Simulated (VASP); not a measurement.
# TaN (P1) in VASP: single point with PBE

Aim: the single point of TaN with PBE.

Program: VASP 6.6.1. These are calculated values, not measurements. Logs are shortened: lines on timing, memory, paths and dates and some standing lists are left out, and cuts for length are marked.

## (1) The cell of the first run

The typed cell holds 2 atoms: a = 3.074 Å, b = 3.093 Å, c = 3.165 Å, α = 61.43°, β = 59.61°, γ = 59.13°.

## (2) Single point, PBE (atoms moved at random and the cell strained at random)

The input, INCAR:

```
  ALGO = Normal
  EDIFF = 1E-7
  ENCUT = 520
  GGA = PE
  ISIF = 2
  ISMEAR = 0
  LASPH = T
  LCHARG = F
  LREAL = F
  LWAVE = F
  NBANDS = 15
  NELM = 60
  PREC = Accurate
  SIGMA = 0.1
```

The input, KPOINTS:

```
k-points
0
Gamma
  14 14 14
```

The input, POSCAR:

```
TaN
1.0
    0.0404204500      2.1781284000      2.1688894400
    2.1646403900     -0.0004140100      2.2097239000
    2.2105519200      2.2648743900     -0.0463255400
Ta N
1 1
Direct
    0.5875768701      0.4435061955      0.4543001377
   -0.0875768701      0.0564938045      0.0456998623
```

Potentials or basis: VASP PAW PBE potentials, release 64 (Ta_pv, N).

Launch:

```sh
> cat potpaw_PBE.64/Ta_pv/POTCAR potpaw_PBE.64/N/POTCAR > POTCAR
> mpirun -np 1 vasp_std > vasp.out
```

OUTCAR:

```text
EDIFF = 1E-7
   ENCUT = 520
   GGA = PE
   ISIF = 2
   ISMEAR = 0
   LASPH = T
   LREAL = F
   NELM = 60
   PREC = Accurate

 ion  position               nearest neighbor table
   1  0.588  0.444  0.454-   2 1.75   2 2.11   2 2.13   2 2.39   2 2.43   2 2.61
   2  0.912  0.056  0.046-   1 1.75   1 2.11   1 2.13   1 2.39   1 2.43   1 2.61

  Warning from LATTYP: Got some problem with cell dimensions!
  Tried to take original basis but could not verify dimensions!
  LATTYP: Found a triclinic cell.
 ALAT       =     3.0430288922
 B/A-ratio  =     1.0507310556
 C/A-ratio  =     1.0102035162
 COS(alpha) =     0.0043567642
 COS(beta)  =     0.4886111521
 COS(gamma) =     0.5066524918

  Lattice vectors:

 A1 = (   2.1242199400,  -2.1785424100,   0.0408344600)
 A2 = (  -0.0459115300,  -2.2652884000,   2.2560494400)
 A3 = (  -0.0404204500,  -2.1781284000,  -2.1688894400)

Analysis of symmetry for initial positions (statically):
=====================================================================
 Subroutine PRICEL returns:
 Original cell was already a primitive cell.

 Routine SETGRP: Setting up the symmetry group for a
 triclinic supercell.

 Subroutine GETGRP returns: Found  1 space group operations
 (whereof  1 operations were pure point group operations)
 out of a pool of  2 trial point group operations.

The static configuration has the point symmetry C_1 .

Analysis of symmetry for dynamics (positions and initial velocities):
=====================================================================
 Subroutine PRICEL returns:
 Original cell was already a primitive cell.

 Routine SETGRP: Setting up the symmetry group for a
 triclinic supercell.

 Subroutine GETGRP returns: Found  1 space group operations
 (whereof  1 operations were pure point group operations)
 out of a pool of  2 trial point group operations.

The dynamic configuration has the point symmetry C_1 .

 Subroutine INISYM returns: Found  1 space group operations
 (whereof  1 operations are pure point group operations),
 and found     1 'primitive' translations

----------------------------------------------------------------------------------------

                                     Primitive cell

  volume of cell :      21.2909

  direct lattice vectors                    reciprocal lattice vectors
     0.040420450  2.178128400  2.168889440    -0.235064005  0.234136833  0.230312020
     2.164640390 -0.000414010  2.209723900     0.235460288 -0.225275198  0.221846668
     2.210551920  2.264874390 -0.046325540     0.226103960  0.216315152 -0.221450385

  length of vectors
     3.074078487  3.093306953  3.165176433     0.403879647  0.394216192  0.383347778

  position of ions in fractional coordinates (direct lattice)
     0.587576870  0.443506195  0.454300138
     0.912423130  0.056493805  0.045699862

  ion indices of the primitive-cell ions
   primitive index   ion index
                 1           1
                 2           2

----------------------------------------------------------------------------------------

 KPOINTS: k-points

Automatic generation of k-mesh.
 Grid dimensions read from file:
 generate k-points for:   14   14   14

 Generating k-lattice:

  Cartesian coordinates                     Fractional coordinates (reciprocal lattice)
    -0.016790286  0.016724059  0.016450859     0.071428571  0.000000000  0.000000000
     0.016818592 -0.016091086  0.015846191     0.000000000  0.071428571  0.000000000
     0.016150283  0.015451082 -0.015817885     0.000000000 -0.000000000  0.071428571

  Length of vectors
     0.028848546  0.028158299  0.027381984

  Shift w.r.t. Gamma in fractional coordinates (k-lattice)
     0.000000000  0.000000000  0.000000000

 Subroutine IBZKPT returns following result:
 ===========================================

 Found   1376 irreducible k-points:

 Following reciprocal coordinates:
            Coordinates               Weight
  0.000000  0.000000  0.000000      1.000000
  0.071429  0.000000 -0.000000      2.000000
  0.142857  0.000000 -0.000000      2.000000
  0.214286  0.000000 -0.000000      2.000000
  0.285714  0.000000 -0.000000      2.000000
  0.357143  0.000000 -0.000000      2.000000
[... 16 lines left out ...]
  0.000000  0.142857  0.000000      2.000000
  0.071429  0.142857 -0.000000      2.000000
 [... further k-points ...]
   k-points           NKPTS =   1376   k-points in BZ     NKDIM =   1376   number of bands    NBANDS=     15
   number of dos      NEDOS =    301   number of ions     NIONS =      2
   total plane-waves  NPLWV =  13824
   dimension x,y,z NGX =    24 NGY =   24 NGZ =   24
   dimension x,y,z NGXF=    48 NGYF=   48 NGZF=   48
   ions per type =               1   1
   NGX,Y,Z   is equivalent  to a cutoff of  12.98, 12.90, 12.61 a.u.
   NGXF,Y,Z  is equivalent  to a cutoff of  25.96, 25.80, 25.21 a.u.
 SYSTEM =  unknown system
   PREC   = accura    normal or accurate (medium, high low for compatibility)
   ISTART =      0    job   : 0-new  1-cont  2-samecut
   ICHARG =      2    charge: 1-file 2-atom 10-const
   ISPIN  =      1    spin polarized calculation?
   LNONCOLLINEAR =      F non collinear calculations
   LSORBIT =      F    spin-orbit coupling
   LASPH  =      T    aspherical Exc in radial PAW
   ENCUT  =  520.0 eV  38.22 Ry    6.18 a.u.   5.72  5.75  5.89*2*pi/ulx,y,z
   NELM   =     60;   NELMIN=  2; NELMDL= -5     # of ELM steps
   EDIFF  = 0.1E-06   stopping-criterion for ELM
   LREAL  =      F    real-space projection
   EDIFFG = 0.1E-05   stopping-criterion for IOM
   NSW    =      0    number of steps for IOM
   IBRION =     -1    ionic relax: 0-MD 1-quasi-New 2-CG
   NFREE  =      0    steps in history (QN), initial steepest desc. (CG)
   ISIF   =      2    stress and relaxation
   ISYM   =      2    0-nonsym 1-usesym 2-fastsym
   POTIM  = 0.5000    time-step for ionic-motion
   TEBEG  =    0.0;   TEEND  =   0.0 temperature during run
   PSTRESS=    0.0 pullay stress
   NELECT =      16.0000    total number of electrons
   NUPDOWN=      -1.0000    fix difference up-down
   EMIN   =  10.00;   EMAX   =-10.00  energy-range for DOS
   EFERMI =   0.00;   METHOD = LEGACY
   ISMEAR =     0;   SIGMA  =   0.10  broadening in eV -4-tet -1-fermi 0-gaus
   EFERMI_NEDOS =   21; number of points for ismear=-14 and -15
   IALGO  =     38    algorithm
   IMIX   =      4    mixing-type and parameters
     AMIX     =   0.40;   BMIX     =  1.00
     AMIX_MAG =   1.60;   BMIX_MAG =  1.00
  volume/ion in A,a.u.               =      10.65        71.84
  Fermi-wavevector in a.u.,A,eV,Ry     =   1.488390  2.812649 30.141047  2.215304
  Thomas-Fermi vector in A             =   2.601431
   LORBIT       =      0    0 simple, 1 ext, 2 COOP (PROOUT), +10 PAW based schemes
   GGA     = PE    functional components
   LHFCALC =     F    Hartree Fock is set to
   AEXX    =    0.0000 exact exchange contribution
   IVDW    =     0    specifies the selected vdW correction
   LEPSILON=     F    determine dielectric tensor
   LRPA    =     F    only Hartree local field effects (RPA)
 non-spin polarized calculation
 Gauss-broadening in eV      SIGMA  =   0.10
  energy-cutoff  :      520.00
  volume of cell :       21.29
 maximum number of plane-waves:       587
   NGX = 11   NGY = 11   NGZ = 11

 number of electron      16.0000000 magnetization

 Free energy of the ion-electron system (eV)
  ---------------------------------------------------
  ext. energy  EPLUGINS =         0.00000000
  ---------------------------------------------------
  free energy    TOTEN  =       -20.15669550 eV

  energy without entropy =      -20.15271807  energy(sigma->0) =      -20.15470678

 E-fermi :   9.2235     XC(G=0): -13.3232

 val. band max:        9.2232691195   @ k =   0.3571   0.0714   0.0000
 cond. band min:       9.2253296697   @ k =  -0.1429  -0.0714   0.4286
 fundamental gap:      0.0020605502
 Fermi energy:         9.2235188090

 k-point     1 :       0.0000    0.0000    0.0000
  band No.  band energies     occupation
      1     -26.3650      2.00000
      2     -25.9472      2.00000
      3     -25.8548      2.00000
      4      -9.3420      2.00000
      5       2.8190      2.00000
      6       3.2388      2.00000
      7       3.6198      2.00000
      8       7.5642      2.00000
      9       8.8100      2.00000
     10      10.0526      0.00000
     11      11.1669      0.00000
     12      11.6808      0.00000
     13      14.1307      0.00000
     14      18.6236      0.00000
     15      22.3447      0.00000

 k-point     2 :       0.0714    0.0000   -0.0000
  band No.  band energies     occupation
      1     -26.3801      2.00000
      2     -25.9535      2.00000
      3     -25.8935      2.00000
      4      -9.2300      2.00000
      5       2.7412      2.00000
      6       2.9390      2.00000
      7       3.6024      2.00000
      8       7.6724      2.00000
      9       8.7423      2.00000
     10       9.8102      0.00000
     11      11.5493      0.00000
     12      12.0625      0.00000
     13      14.4083      0.00000
     14      19.1424      0.00000
     15      22.3445      0.00000

 k-point     3 :       0.1429    0.0000   -0.0000
  band No.  band energies     occupation
      1     -26.4304      2.00000
      2     -25.9918      2.00000
      3     -25.9708      2.00000
      4      -8.9152      2.00000
      5       2.3209      2.00000
      6       2.5151      2.00000
      7       3.3517      2.00000
      8       8.0187      2.00000
      9       8.7823      2.00000
     10       9.4264      0.00412
     11      12.4142      0.00000
     12      13.0040      0.00000
     13      15.1283      0.00000
     14      20.4520      0.00000
     15      22.3440      0.00000
[... 343 lines left out ...]
 k-point    23 :       0.0000    0.1429    0.0000
  band No.  band energies     occupation
      1     -26.4562      2.00000
      2     -26.0533      2.00000
      3     -25.8824      2.00000
      4      -8.8849      2.00000
      5       1.8983      2.00000
      6       3.1695      2.00000
      7       3.6862      2.00000
      8       7.4492      2.00000
      9       8.6028      2.00000
     10       9.4804      0.00028
     11      12.1759      0.00000
     12      13.1381      0.00000
     13      15.3921      0.00000
     14      20.0653      0.00000
     15      22.3436      0.00000

 k-point    24 :       0.0714    0.1429   -0.0000
  band No.  band energies     occupation
      1     -26.4310      2.00000
      2     -26.0533      2.00000
      3     -25.8847      2.00000
      4      -8.9465      2.00000
      5       1.9647      2.00000
      6       3.1587      2.00000
      7       3.9127      2.00000
      8       7.4806      2.00000
      9       8.4802      2.00000
     10       9.4848      0.00022
     11      12.0228      0.00000
     12      13.0499      0.00000
     13      15.1983      0.00000
     14      19.8692      0.00000
     15      22.3438      0.00000

 [... further k-points ...]
[... 5 lines left out ...]
  --------------------------------------------------------------------------------------
  -------------------------------------------------------------------------------------
  Total       16.6212022      2.0121911      1.6871822      1.5377725     -0.0530494      1.1040059
  in kB     1250.7735142    151.4207729    126.9633077    115.7199733     -3.9920561     83.0783038
  external PRESSURE =     509.7191983 kB  Pullay stress =       0.0000000 kB

 VOLUME and BASIS-vectors are now :
 -----------------------------------------------------------------------------
  energy-cutoff  :      520.00
  volume of cell :       21.29
      direct lattice vectors                 reciprocal lattice vectors
     0.040420450  2.178128400  2.168889440    -0.235064005  0.234136833  0.230312020
     2.164640390 -0.000414010  2.209723900     0.235460288 -0.225275198  0.221846668
     2.210551920  2.264874390 -0.046325540     0.226103960  0.216315152 -0.221450385

 POSITION                                       TOTAL-FORCE (eV/Angst)
 -----------------------------------------------------------------------------------
      1.98804      2.30857      2.23337         9.171891     -0.464355     -0.495945
      0.26019      2.09086      2.10166        -9.171891      0.464355      0.495945
 -----------------------------------------------------------------------------------
    total drift:                               -0.000083     -0.000022      0.000025

  FREE ENERGIE OF THE ION-ELECTRON SYSTEM (eV)
  ---------------------------------------------------
  free  energy   TOTEN  =       -20.1566954993 eV

  energy  without entropy=      -20.1527180697  energy(sigma->0) =      -20.15470678
```

Wall time 4.8 min (1 thread of AMD EPYC 9R14 (Zen 4), shared host); peak memory 0.48 GiB.

What came out:

```yaml
Free_energy: -20.1567 eV
Pressure: 51.0 GPa
Largest_force: 9.197 eV/Å
Band_gap_on_the_k_mesh: zero (band 8 reaches 10.91 eV, above the bottom of band 9 at 7.98 eV)
```

Forces in eV/Å, atoms in the order of the input:
```
Ta   9.172 -0.464 -0.496
N   -9.172  0.464  0.496
```

Caveat: the cell differs from its parent crystal (atoms moved at random and the cell strained at random); spin-orbit coupling is left out, which moves the levels of the heavy elements; forces of over 1 eV/Å act on the atoms, so gaps and moduli don't describe the material at rest.
